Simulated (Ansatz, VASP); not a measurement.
**Ir2Rh: VASP beside Ansatz**

```
Ir Rh
1.0
     2.73984    0.00000    0.00000
    -1.36992    2.37277    0.00000
     0.00000    0.00000   13.28790
Ir Rh
4 2
Direct
  0.33333 0.66667 0.08291
  0.33333 0.66667 0.41709
  0.66667 0.33333 0.58291
  0.66667 0.33333 0.91709
  0.33333 0.66667 0.75000
  0.66667 0.33333 0.25000
```

Alike in both runs: functional PBE; k mesh 18 × 18 × 4; occupations gaussian, width 0.1 eV; no spin polarisation.

Ansatz relaxed the structure, and its values are those at the end. VASP's run is a single point on that final structure, the one shown.

```csv
,VASP,Ansatz
version,VASP 6.6.1,Ansatz 0.2.0
potentials or method,"VASP PAW PBE potentials, release 64 (Ir, Rh_pv), cutoff 520 eV","scalar-relativistic, plane waves, PAW"
valence electrons in the cell,66,102
```

```csv
,VASP,Ansatz,Ansatz less VASP
gap on the k mesh at the Fermi level (eV),none,none,-
pressure (GPa),0.3,0.0,-0.31
rms of the force components (eV/Å),0.014,0.000,-0.0139
```

A gap of «none» marks a metal or a gap that the smearing closes. VASP's potentials hold 66 valence electrons a cell and Ansatz's 102, so a difference there can come from the potentials and not from the codes.

Neither program's run includes spin-orbit coupling.
